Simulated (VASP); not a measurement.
The system is TiB2.

```
Ti B
1.0
     3.02920    0.00000    0.00000
    -1.51460    2.62336    0.00000
     0.00000    0.00000    3.22840
Ti B
1 2
Direct
  0.00000 0.00000 0.00000
  0.33333 0.66667 0.50000
  0.66667 0.33333 0.50000
```

* Program: VASP 6.6.1
* Task: relaxation of cell and atoms
* Functional: PBE
* Dispersion: D3(BJ)
* Potentials or basis: VASP PAW PBE potentials, release 64 (Ti_sv, B)
* Cutoff: 500 eV
* k mesh: 11 × 11 × 9
* Occupations: fermi-dirac, width 0.1 eV
* Spin: no spin polarisation

At the start: pressure -7.6 GPa; volume 8.55 Å³/atom.

**Question.** How do energy, volume and symmetry change on relaxing?

**Answer.** Over 4 steps the energy falls by 6.4 meV/atom and the volume is 8.29 Å³/atom (-3.0 %); space group P6/mmm (No. 191, to 0.1 Å) before and after.

The path:
| step | energy change (eV) | largest force (eV/Å) | pressure (GPa) | volume (Å³) |
| --- | --- | --- | --- | --- |
| 1 | 0.0000 | 0.0000 | -7.59 | 25.66 |
| 2 | -0.0010 | 0.0000 | 8.27 | 24.18 |
| 3 | -0.0187 | 0.0000 | 0.04 | 24.89 |
| 4 | -0.0192 | 0.0000 | -0.02 | 24.88 |

Final structure:
```
Ti B
1.0
     3.00437    0.00000    0.00000
    -1.50219    2.60186    0.00000
     0.00000    0.00000    3.18276
Ti B
1 2
Direct
  0.00000 0.00000 0.00000
  0.33333 0.66667 0.50000
  0.66667 0.33333 0.50000
```
